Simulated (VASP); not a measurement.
# Mg3TiF8 in VASP: single point with PBEsol+U

Aim: the single point of Mg3TiF8 with PBEsol+U.

All numbers are computed with VASP 6.6.1; they aren't measurements. Logs are shortened: lines on timing, memory, paths and dates and some standing lists are left out, and cuts for length are marked.

## (1) The cell of the first run

The typed cell holds 12 atoms: a = 4.623 Å, b = 4.623 Å, c = 6.104 Å, α = 90.00°, β = 90.00°, γ = 90.00°.

## (2) Single point, PBEsol+U, collinear spin

INCAR reads:

```
SYSTEM = Mg3TiF8
PREC = Accurate ; ENCUT = 520
EDIFF = 1E-6 ; ISMEAR = 0
SIGMA = 0.05 ; LREAL = .False.
LASPH = .True. ; NELM = 150
ALGO = Normal ; ISIF = 2
LWAVE = .False. ; LCHARG = .False.
ISPIN = 2 ; MAGMOM = 1.47 0 0 0 0.01 0 0.01 0.01 0.01 0 0.01 0.01
LORBIT = 11 ; LMAXMIX = 4
LDAU = .True. ; LDAUTYPE = 2
LDAUL = 2 -1 -1 ; LDAUU = 3 0 0
LDAUJ = 0 0 0 ; LDAUPRINT = 1
GGA = PS ; NBANDS = 53
```

KPOINTS reads:

```
regular mesh
0
Gamma
  4 4 3
  0 0 0
```

POSCAR reads:

```
Mg3TiF8
1.0
    4.6230000000      0.0000000000      0.0000000000
    0.0000000000      4.6230000000      0.0000000000
    0.0000000000      0.0000000000      6.1040000000
Ti Mg F
1 3 8
Direct
    0.0022904060      0.9986021622      0.0000117150
    0.0022753277      0.9986263351      0.5000118008
    0.5023541756      0.4986841777      0.2563454174
    0.5022184794      0.4985570792      0.7436920102
    0.3156439533      0.3127981608      0.0000442980
    0.3028725652      0.2998979541      0.4999809219
    0.2064261954      0.7949868291      0.2657073980
    0.2065448567      0.7951427214      0.7343706632
    0.6888564020      0.6844552599      0.9999857346
    0.7016588244      0.6972981135      0.5000485726
    0.7978939857      0.2019674669      0.2656356585
    0.7980246548      0.2021404058      0.7343251334
```

Potentials or basis: VASP PAW PBE potentials, release 64 (Ti_sv, Mg, F).

Run with:

```console
cat potpaw_PBE.64/Ti_sv/POTCAR potpaw_PBE.64/Mg/POTCAR potpaw_PBE.64/F/POTCAR > POTCAR
mpirun -np 1 vasp_std > vasp.out
```

OUTCAR:

```text
SYSTEM = Mg3TiF8
   PREC = Accurate
   ENCUT = 520
   EDIFF = 1E-6
   ISMEAR = 0
   LREAL = .False.
   LASPH = .True.
   NELM = 150
   ISIF = 2
   ISPIN = 2
   LORBIT = 11
   GGA = PS

 ion  position               nearest neighbor table
   1  0.002  0.999  0.000-   5 2.05   9 2.05   8 2.10  11 2.10   7 2.10  12 2.10   2 3.05   2 3.05

   2  0.002  0.999  0.500-  12 1.96   7 1.96   8 1.96  11 1.96   6 1.97  10 1.97   1 3.05   1 3.05
                             3 3.59   4 3.59   3 3.59   4 3.59   3 3.59   4 3.59   3 3.59   4 3.59
   3  0.502  0.499  0.256-   7 1.94  11 1.94  10 1.98   6 1.98   9 1.98   5 1.98   4 2.97   4 3.13
                             2 3.59   2 3.59   2 3.59   2 3.59
   4  0.502  0.499  0.744-  12 1.94   8 1.94   6 1.98  10 1.98   5 1.98   9 1.98   3 2.97   3 3.13
                             2 3.59   2 3.59   2 3.59   2 3.59
   5  0.316  0.313  0.000-   4 1.98   3 1.98   1 2.05
   6  0.303  0.300  0.500-   2 1.97   4 1.98   3 1.98
   7  0.206  0.795  0.266-   3 1.94   2 1.96   1 2.10
   8  0.207  0.795  0.734-   4 1.94   2 1.96   1 2.10
   9  0.689  0.684  1.000-   3 1.98   4 1.98   1 2.05
  10  0.702  0.697  0.500-   2 1.97   3 1.98   4 1.98
  11  0.798  0.202  0.266-   3 1.94   2 1.96   1 2.10
  12  0.798  0.202  0.734-   4 1.94   2 1.96   1 2.10

  LATTYP: Found a simple tetragonal cell.
 ALAT       =     4.6230000000
 C/A-ratio  =     1.3203547480

  Lattice vectors:

 A1 = (   4.6230000000,   0.0000000000,   0.0000000000)
 A2 = (   0.0000000000,   4.6230000000,   0.0000000000)
 A3 = (   0.0000000000,   0.0000000000,   6.1040000000)

Analysis of symmetry for initial positions (statically):
=====================================================================
 Subroutine PRICEL returns:
 Original cell was already a primitive cell.

 Routine SETGRP: Setting up the symmetry group for a
 simple tetragonal supercell.

 Subroutine GETGRP returns: Found  1 space group operations
 (whereof  1 operations were pure point group operations)
 out of a pool of 16 trial point group operations.

The static configuration has the point symmetry C_1 .

Analysis of symmetry for dynamics (positions and initial velocities):
=====================================================================
 Subroutine PRICEL returns:
 Original cell was already a primitive cell.

 Routine SETGRP: Setting up the symmetry group for a
 simple tetragonal supercell.

 Subroutine GETGRP returns: Found  1 space group operations
[... 220 lines left out ...]

  energy without entropy =      -67.84282022  energy(sigma->0) =      -67.84282022

 E-fermi :   5.2732     XC(G=0): -10.2864

 val. band max:        5.0665317691   @ k =   0.0000   0.0000   0.0000
 cond. band min:       6.4245747919   @ k =   0.0000   0.0000   0.0000
 fundamental gap:      1.3580430228
 Fermi energy:         5.2731732359

 spin component 1

 k-point     1 :       0.0000    0.0000    0.0000
  band No.  band energies     occupation
      1     -51.9288      1.00000
      2     -28.6070      1.00000
      3     -28.5421      1.00000
      4     -28.3271      1.00000
      5     -21.3949      1.00000
      6     -20.8984      1.00000
[... 2489 lines left out ...]
     48      13.7307      0.00000
     49      13.9049      0.00000

 [... further k-points ...]

 [bands above 49 left out]

------------------------ aborting loop because EDIFF is reached ----------------------------------------

  FORCE on cell =-STRESS in cart. coord.  units (eV):
  Direction    XX          YY          ZZ          XY          YZ          ZX
  --------------------------------------------------------------------------------------
  -------------------------------------------------------------------------------------
  Total        4.9867345      5.0041249      6.3948618      0.3564418      0.0008680     -0.0035297
  in kB       61.2441368     61.4577157     78.5379266      4.3776082      0.0106601     -0.0433496
  external PRESSURE =      67.0799264 kB  Pullay stress =       0.0000000 kB

 VOLUME and BASIS-vectors are now :
 -----------------------------------------------------------------------------
  energy-cutoff  :      520.00
  volume of cell :      130.46
      direct lattice vectors                 reciprocal lattice vectors
     4.623000000  0.000000000  0.000000000     0.216309756  0.000000000  0.000000000
     0.000000000  4.623000000  0.000000000     0.000000000  0.216309756  0.000000000
     0.000000000  0.000000000  6.104000000     0.000000000  0.000000000  0.163826999

 POSITION                                       TOTAL-FORCE (eV/Angst)
 -----------------------------------------------------------------------------------
      0.01059      4.61654      0.00007        -0.001168     -0.000229     -0.000201
      0.01052      4.61665      3.05207        -0.000893     -0.000908     -0.000062
      2.32238      2.30542      1.56473        -0.002141     -0.001964     -0.000785
      2.32176      2.30483      4.53950         0.000200      0.001073      0.000301
      1.45922      1.44607      0.00027         0.060595      0.060213     -0.000146
      1.40018      1.38643      3.05188        -0.003381     -0.003488      0.000213
      0.95431      3.67522      1.62188         0.023545     -0.021564      0.055680
      0.95486      3.67594      4.48260         0.023263     -0.023441     -0.057641
      3.18458      3.16424      6.10391        -0.059396     -0.060176      0.000258
      3.24377      3.22361      3.05230         0.004053      0.003837     -0.000120
      3.68866      0.93370      1.62144        -0.022203      0.024375      0.057929
      3.68927      0.93450      4.48232        -0.022473      0.022271     -0.055425
 -----------------------------------------------------------------------------------
    total drift:                                0.001576     -0.000918     -0.000054

  FREE ENERGIE OF THE ION-ELECTRON SYSTEM (eV)
  ---------------------------------------------------
  free  energy   TOTEN  =       -67.8428202240 eV

  energy  without entropy=      -67.8428202240  energy(sigma->0) =      -67.84282022

 total charge

# of ion       s       p       d       tot
------------------------------------------
    1        2.110   6.092   2.080  10.281
    2        0.135   0.176   0.089   0.400
    3        0.133   0.174   0.087   0.393
    4        0.133   0.174   0.087   0.393
    5        1.730   4.419   0.000   6.149
    6        1.729   4.425   0.000   6.154
    7        1.729   4.422   0.000   6.151
    8        1.729   4.422   0.000   6.151
    9        1.730   4.419   0.000   6.149
   10        1.729   4.425   0.000   6.154
   11        1.729   4.422   0.000   6.151
   12        1.729   4.422   0.000   6.151
--------------------------------------------------
tot         16.346  41.990   2.342  60.679

 magnetization (x)

# of ion       s       p       d       tot
------------------------------------------
    1        0.010   0.009   1.698   1.717
    2        0.001  -0.000   0.000   0.001
    3        0.000   0.000   0.000   0.001
    4        0.000   0.000   0.000   0.001
    5       -0.000   0.002   0.000   0.002
    6        0.000  -0.000   0.000  -0.000
    7       -0.000   0.006   0.000   0.005
    8       -0.000   0.005   0.000   0.005
    9       -0.000   0.002   0.000   0.002
   10        0.000  -0.000   0.000  -0.000
   11       -0.000   0.005   0.000   0.005
   12       -0.000   0.006   0.000   0.005
--------------------------------------------------
tot          0.010   0.035   1.699   1.744
```

It took 7.4 min on 1 thread of Intel Xeon 8259CL, shared host; peak memory 0.44 GiB.

What came out:

- Free energy: -67.8428 eV
- Pressure: 6.7 GPa
- Largest force: 0.085 eV/Å
- Band gap on the k mesh: 1.36 eV
- Net moment: 2.00 μB per cell
- Site moments: Ti +1.72; Mg +0.00; F +0.00, -0.00, +0.01 (each value once) μB
- Valence electrons inside the program's atomic spheres: Ti 10.28; Mg 0.40, 0.39 (each value once); F 6.15

Forces in eV/Å, atoms in the order of the input:
```
Ti  -0.001  0.000  0.000
Mg  -0.001 -0.001  0.000
Mg  -0.002 -0.002 -0.001
Mg   0.000  0.001  0.000
F    0.061  0.060  0.000
F   -0.003 -0.003  0.000
F    0.024 -0.022  0.056
F    0.023 -0.023 -0.058
F   -0.059 -0.060  0.000
F    0.004  0.004  0.000
F   -0.022  0.024  0.058
F   -0.022  0.022 -0.055
```

Eigenvalues of the final occupation matrices:
```csv
site,spin,trace,eigenvalues
site 1 d,1,1.90,0.02 0.08 0.09 0.85 0.87
site 1 d,2,0.20,0.01 0.02 0.02 0.07 0.08
```

Caveat: the cell stands under pressure; the PAW data sets were made with another functional, which shifts forces and pressure a little.
